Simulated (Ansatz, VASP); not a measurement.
## GeW: VASP beside Ansatz

```
Ge W
1.0
     0.00000    2.57761    2.57761
     2.57761    0.00000    2.57761
     2.57761    2.57761    0.00000
Ge W
1 1
Direct
  0.50000 0.50000 0.50000
  0.00000 0.00000 0.00000
```

Alike in both runs: task relaxation of cell and atoms; functional PBEsol; dispersion D4; k mesh 9 × 9 × 9; occupations fermi-dirac, width 0.05 eV; no spin polarisation.

|  | VASP | Ansatz |
| --- | --- | --- |
| version | VASP 6.6.1 | Ansatz 0.2.0 |
| potentials or method | VASP PAW PBE potentials, release 64 (Ge_d, W_sv) | Ansatz PAW |
| plane-wave cutoff (eV) | 600 | 420 |
| valence electrons in the cell | 28 | 28 |

```tsv
	VASP	Ansatz	Ansatz less VASP
gap on the k mesh at the Fermi level, each at its own relaxed structure (eV)	none	none	-
relaxed volume (Å³/atom)	16.36	16.33	-0.032
relaxed cell length with the largest relative difference (Å)	3.590	3.588	-0.0023
```

VASP's potentials were made for PBE, not for PBEsol. A gap of «none» marks a metal or a gap that the smearing closes.

Spin-orbit coupling is off throughout. Noted on Ansatz's run: the plane-wave basis is chosen anew once the cell has moved, so the energies of steps on either side of that aren't comparable.
